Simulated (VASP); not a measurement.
# IrO: single point with PBE

Crystal: IrO.

```
Ir O
1.0
     2.81025    0.00000    0.00000
     0.00000    2.81025    0.00000
     0.00000    0.00000    2.81025
Ir O
1 1
Direct
  0.00000 0.00000 0.00000
  0.50000 0.50000 0.50000
```

```json
{"Program": "VASP 6.6.1", "Task": "single point", "Functional": "PBE", "Potentials or basis": "VASP PAW PBE potentials, release 64 (Ir, O)", "Cutoff": "520 eV", "k mesh": "14 × 14 × 14", "Occupations": "gaussian, width 0.1 eV", "Spin": "collinear spin", "Starting moments": "[2.5, 0.0] μB"}
```

| Property | Result |
| --- | --- |
| Pressure | 0.1 GPa |
| Net moment | 0.00 μB per cell |
| Valence electrons inside the program's atomic spheres | Ir 7.85; O 4.79 |

Levels at points of the mesh, in eV from the Fermi level:
Spin up:
```csv
k point,band 4,band 5,band 6,band 7,band 8,band 9,band 10,band 11,band 12,band 13
"(0.00, 0.00, 0.00)",-3.80,-3.80,-3.80,-2.36,-0.23,-0.23,-0.23,17.47,17.47,17.99
"(0.50, 0.00, 0.00)",-5.20,-4.56,-0.05,0.00,0.86,0.86,4.97,6.10,12.46,15.90
"(0.50, 0.50, 0.00)",-4.53,-3.24,-2.69,-1.78,-1.78,1.27,6.25,9.46,9.46,18.08
"(0.50, 0.50, 0.50)",-8.17,1.36,1.36,1.36,1.39,1.39,6.69,6.69,6.69,11.89
```
Spin down:
```csv
k point,band 5,band 6,band 7,band 8,band 9,band 10,band 11,band 12
"(0.00, 0.00, 0.00)",-3.80,-3.80,-2.36,-0.23,-0.23,-0.23,17.47,17.47
"(0.50, 0.00, 0.00)",-4.56,-0.05,0.00,0.86,0.86,4.97,6.10,12.46
"(0.50, 0.50, 0.00)",-3.24,-2.69,-1.78,-1.78,1.27,6.25,9.46,9.46
"(0.50, 0.50, 0.50)",1.37,1.37,1.37,1.39,1.39,6.69,6.69,6.69
```

Wall time 2.1 min on 1 thread of Intel Xeon 8259CL, with other jobs on the host, peak memory 0.21 GiB.

Caveat: spin-orbit coupling is left out, which moves the levels of the heavy elements.
